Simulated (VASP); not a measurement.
A run of VASP 6.6.1 is set up as follows.

File INCAR:

```
PREC = Accurate ; ENCUT = 520
EDIFF = 1E-7 ; ISMEAR = 0
SIGMA = 0.01 ; LREAL = F
LASPH = T ; NELM = 150
ALGO = Normal ; ISIF = 2
LWAVE = F ; LCHARG = T
MAGMOM = 0 0 -0.05 ; LORBIT = 11
LSORBIT = T ; GGA_COMPAT = F
LORBMOM = T ; LMAXMIX = 4
GGA = RP ; LVHAR = T
NBANDS = 22
```

File KPOINTS:

```
regular mesh
0
Gamma
  13 13 13
```

POSCAR

```
Cu
1.0
   -1.4427933200      1.4427933200      1.3760814500
    1.4427933200     -1.4427933200      1.3760814500
    1.4427933200      1.4427933200     -1.3760814500
Cu
1
Direct
    0.0000000000      0.0000000000      0.0000000000
```

Potentials or basis: VASP PAW PBE potentials, release 64 (Cu).

The run is started by

```bash
$ cat potpaw_PBE.64/Cu/POTCAR > POTCAR
$ mpirun -np 1 vasp_ncl > vasp.out
```

(1) Estimate the pressure.

(2) Predict the net moment.

## Answers

(1) 13.0 GPa.

(2) 0.00 μB per cell.

Caveat: the PAW data sets were made with another functional, which shifts forces and pressure a little.
